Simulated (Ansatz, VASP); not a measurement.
## Si16Ge: VASP beside Ansatz

```
Si Ge
1.0
     0.00000    5.43000    5.43000
     5.43000    0.00000    5.43000
     5.43000    5.43000    0.00000
Si Ge
16 1
Direct
  0.01177 0.96628 0.01023
  0.15906 0.11321 0.11508
  0.01730 0.99807 0.48708
  0.12702 0.10779 0.63822
  0.01195 0.51234 0.01019
  0.10212 0.60271 0.19311
  0.97562 0.47613 0.57270
  0.12707 0.62751 0.63821
  0.52248 0.02310 0.93198
  0.61272 0.11324 0.11506
  0.49761 0.99807 0.48707
  0.64901 0.14959 0.55243
  0.46558 0.51234 0.01018
  0.61266 0.65971 0.11500
  0.49759 0.51788 0.48698
  0.60728 0.62751 0.63819
  0.81218 0.31292 0.06280
```

Alike in both runs: functional PBE; dispersion D3(BJ); k mesh 2 × 2 × 2; occupations fermi-dirac, width 0.02 eV; no spin polarisation.

Ansatz relaxed the structure, and its values are those at the end. VASP's run is a single point on that final structure, the one shown.

|  | VASP | Ansatz |
| --- | --- | --- |
| version | VASP 6.6.1 | Ansatz 0.2.0 |
| potentials or method | VASP PAW PBE potentials, release 64 (Si, Ge_d), cutoff 520 eV | scalar-relativistic, plane waves, PAW |
| valence electrons in the cell | 78 | 78 |

Ansatz gave:

* rms of the force components (eV/Å): 0.012

**Question.** Estimate VASP's values.

**Answer.** rms of the force components (eV/Å): 0.013.

The k mesh is coarse, so the values compare programs but aren't converged.
